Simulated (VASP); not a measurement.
# Si (Imma) in VASP: further runs, part 3 of 3

VASP 6.6.1. The steps go on from the part before.

### 6 Electric field gradients, LDA (equal xx and yy strain of +2 %)

Contents of INCAR:

```
  PREC = Accurate
  ENCUT = 520
  EDIFF = 1E-8
  ISMEAR = -1
  SIGMA = 0.05
  LREAL = False
  LASPH = True
  NELM = 80
  ALGO = Normal
  ISIF = 2
  LWAVE = False
  LCHARG = False
  GGA = CA
  LEFG = True
  NBANDS = 11
```

Contents of KPOINTS:

```
regular mesh
0
Gamma
  16 16 16
```

Contents of POSCAR:

```
Si
1.0
   -2.2960200000      2.4158700000      1.2750000000
    2.2960200000     -2.4158700000      1.2750000000
    2.2960200000      2.4158700000     -1.2750000000
Si
2
Direct
    0.8070000000      0.5570000000      0.2500000000
    0.1930000000      0.4430000000      0.7500000000
```

Potentials or basis: VASP PAW LDA potentials, release 64 (Si).

Command:

```
cat potpaw_LDA.64/Si/POTCAR > POTCAR
mpirun -np 1 vasp_std > vasp.out
```

OUTCAR:

```text
PREC = Accurate
   ENCUT = 520
   EDIFF = 1E-8
   ISMEAR = -1
   LREAL = False
   LASPH = True
   NELM = 80
   ISIF = 2
   GGA = CA

 ion  position               nearest neighbor table
   1  0.807  0.557  0.250-   2 2.43   2 2.43   2 2.50   2 2.50   2 2.78   2 2.78
   2  0.193  0.443  0.750-   1 2.43   1 2.43   1 2.50   1 2.50   1 2.78   1 2.78

  LATTYP: Found a body centered orthorhombic cell.
 ALAT       =     2.5500000000
 B/A-ratio  =     1.8008000000
 C/A-ratio  =     1.8948000000

  Lattice vectors:

 A1 = (   2.2960200000,  -2.4158700000,   1.2750000000)
 A2 = (  -2.2960200000,  -2.4158700000,  -1.2750000000)
[... 550 lines left out ...]
  free  energy   TOTEN  =       -11.4711805308 eV

  energy  without entropy=      -11.4650077340  energy(sigma->0) =      -11.46809413

 Electric field gradients (V/A^2)
---------------------------------------------------------------------
 ion       V_xx      V_yy      V_zz      V_xy      V_xz      V_yz
---------------------------------------------------------------------
   1      10.446   -23.233    12.787    -0.000    -0.000    -0.000
   2      10.446   -23.233    12.787    -0.000    -0.000    -0.000
---------------------------------------------------------------------

 Electric field gradients after diagonalization (V/A^2)
 (convention: |V_zz| > |V_xx| > |V_yy|)
----------------------------------------------------------------------
 ion       V_xx      V_yy      V_zz     asymmetry (V_yy - V_xx)/ V_zz
----------------------------------------------------------------------
   1      12.787    10.446   -23.233       0.101
   2      12.787    10.446   -23.233       0.101
----------------------------------------------------------------------

           NMR quadrupolar parameters

 Cq : quadrupolar parameter    Cq=e*Q*V_zz/h
 eta: asymmetry parameters     (V_yy - V_xx)/ V_zz
 Q  : nuclear electric quadrupole moment in mb (millibarn)
----------------------------------------------------------------------
 ion       Cq(MHz)       eta       Q (mb)
----------------------------------------------------------------------
   1      -0.056       0.101       1.000
   2      -0.056       0.101       1.000
----------------------------------------------------------------------
```

OSZICAR:

```text
N       E                     dE             d eps       ncg     rms          rms(c)
DAV:   1     0.487787318647E+01    0.48779E+01   -0.34508E+03 13670   0.612E+02
DAV:   2    -0.110671251962E+02   -0.15945E+02   -0.15376E+02 17839   0.868E+01
DAV:   3    -0.115032669605E+02   -0.43614E+00   -0.43341E+00 17840   0.117E+01
DAV:   4    -0.115050420224E+02   -0.17751E-02   -0.17748E-02 16496   0.931E-01
DAV:   5    -0.115050502856E+02   -0.82632E-05   -0.82645E-05 17329   0.578E-02    0.472E+00
DAV:   6    -0.114840484627E+02    0.21002E-01   -0.33732E-03 16064   0.282E-01    0.271E+00
DAV:   7    -0.114712724839E+02    0.12776E-01   -0.69626E-03 15390   0.418E-01    0.185E-01
DAV:   8    -0.114711864102E+02    0.86074E-04   -0.42855E-04 16412   0.119E-01    0.287E-02
DAV:   9    -0.114711811286E+02    0.52816E-05   -0.10160E-05 17421   0.212E-02    0.128E-02
DAV:  10    -0.114711805202E+02    0.60835E-06   -0.16449E-06 17964   0.643E-03    0.160E-03
DAV:  11    -0.114711805315E+02   -0.11221E-07   -0.11855E-07 15927   0.217E-03    0.470E-04
DAV:  12    -0.114711805308E+02    0.64870E-09   -0.12797E-09  9883   0.225E-04
   1 F= -.11471181E+02 E0= -.11468094E+02  d E =-.617280E-02
```

stdout:

```text
POSCAR found type information on POSCAR Si
 POSCAR found :  1 types and       2 ions
 scaLAPACK will be used
 LDA part: xc-table for (Slater(with rela. corr.)+CA(PZ))
 , standard interpolation
 POSCAR, INCAR and KPOINTS ok, starting setup
 FFT: planning ... GRIDC
 FFT: planning ... GRID_SOFT
 FFT: planning ... GRID
 WAVECAR not read
 entering main loop
ion   1

ion   2
```

It took 1.8 min on 1 thread of AMD EPYC 9R14 (Zen 4), shared host; peak memory 0.22 GiB.

Results:

- Free energy: -11.4712 eV
- Pressure: 4.9 GPa
- Largest force: 0.043 eV/Å
- Band gap on the k mesh: zero (band 4 reaches 12.87 eV, above the bottom of band 5 at 5.92 eV)

Forces on the atoms (eV/Å):
```
Si   0.000  0.000  0.043
Si   0.000  0.000 -0.043
```

Levels at points of the mesh, in eV from the Fermi level:
```csv
k point,band 2,band 3,band 4,band 5,band 6,band 7
"(0.00, 0.00, 0.00)",-3.00,-2.49,-2.14,1.23,7.67,8.47
"(0.50, 0.00, 0.00)",-7.30,-1.81,-1.37,-1.18,0.23,4.61
"(0.00, 0.50, 0.00)",-6.97,-2.79,-1.98,-1.53,1.31,4.90
"(0.50, 0.50, 0.00)",-11.19,0.03,0.03,2.60,2.60,8.84
"(0.50, 0.50, 0.50)",-8.17,-7.38,-7.14,6.07,6.85,13.12
```

Electric field gradients, principal values (V/Å²):
```csv
atom,least,middle,greatest (by size)
1 Si,10.446,12.787,-23.233
2 Si,10.446,12.787,-23.233
```

Caveat: the cell differs from its parent crystal (equal xx and yy strain of +2 %); without QUAD_EFG the Cq values of the log hold for a quadrupole moment of 1 mb, not for the nuclei.

### 7 The runs side by side

```tsv
cell	gap on the mesh (eV)	pressure (GPa)	largest force (eV/Å)
a = 3.494 Å, angles 99.8, 94.6, 138.5°, 2 atoms	none	16.1	0.02
a = 3.538 Å, angles 100.0, 94.9, 137.8°, 2 atoms	none	7.8	0.03
a = 3.522 Å, angles 100.5, 95.5, 136.2°, 2 atoms	none	6.8	0.05
a = 3.568 Å, angles 99.9, 94.8, 138.1°, 2 atoms	none	4.9	0.04
```

Alike in all rows: task electric field gradients; level LDA; potentials or basis VASP PAW LDA potentials, release 64 (Si); no spin polarisation; k mesh 16 × 16 × 16; cutoff (eV) 520; smearing fermi-dirac 0.05 eV.

Total energies depend on the potentials used, so only differences within one code and one set of settings carry meaning.
